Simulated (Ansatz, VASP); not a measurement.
Given: the input of a run of Ansatz 0.2.0 on Eu.

File input.yaml:

```yaml
crystal:
  lattice:
    - [-2.2559868084, 2.2559868084, 2.2559868084]
    - [2.2559868084, -2.2559868084, 2.2559868084]
    - [2.2559868084, 2.2559868084, -2.2559868084]
  atoms:
    - { symbol: Eu, position: [0.0, 0.0, 0.0], spin: 7.0 }
hamiltonian:
  xc: lda
  pseudopotentials: { kind: paw }
magnetization:
  spin_polarized: true
kpoints:
  mp_grid: { grid: [8, 8, 8] }
scf:
  occupations: { method: fermi_dirac, width: 0.05 }
output:
  forces: true
  stress: true
  eigenvalues: true
```

Potentials or basis: Ansatz PAW.

Run with:

```sh
$ ansatz run input.yaml --threads 2 --pin off --max-ram 5632MiB --backend cpu --events-out ev --progress --plain --runs-dir out
```

Problem. Translate it to VASP 6.6.1. Potentials there: VASP PAW PBE potentials, release 64 (Eu).

Solution. As run (the cutoff follows the program's own potentials):

INCAR

```
PREC = Accurate
ENCUT = 520
EDIFF = 1E-7
ISMEAR = -1
SIGMA = 0.05
LREAL = F
LASPH = T
NELM = 150
ALGO = Normal
ISIF = 2
LWAVE = F
LCHARG = T
ISPIN = 2
MAGMOM = 7
LORBIT = 11
LMAXMIX = 6
GGA = CA
LELF = T
LVHAR = T
NBANDS = 18
```

Contents of KPOINTS:

```
Automatic mesh
0
Gamma
  8 8 8
```

POSCAR

```
Eu
1.0
   -2.2559868084      2.2559868084      2.2559868084
    2.2559868084     -2.2559868084      2.2559868084
    2.2559868084      2.2559868084     -2.2559868084
Eu
1
Direct
    0.0000000000      0.0000000000      0.0000000000
```

Potentials or basis: VASP PAW PBE potentials, release 64 (Eu).

Command:

```sh
$ cat potpaw_PBE.64/Eu/POTCAR > POTCAR
$ mpirun -np 1 vasp_std > vasp.out
```

Both were run:

|  | VASP | Ansatz | Ansatz less VASP |
| --- | --- | --- | --- |
| gap on the k mesh at the Fermi level (eV) | none | none | - |
| pressure (GPa) | -3.6 | -3.3 | +0.29 |
| net moment per atom (μB) | 7.21 | 7.25 | +0.037 |
| size of the moment on the site where the two differ most (μB) | 6.69 | 7.03 | +0.344 |

VASP's potentials were made for PBE, not for LDA. LDA's correlation is that of Perdew and Zunger in VASP and of Perdew and Wang (1992) in Ansatz. Site moments also hang on the region over which each program counts them. A gap of «none» marks a metal or a gap that the smearing closes.

Neither program's run includes spin-orbit coupling.
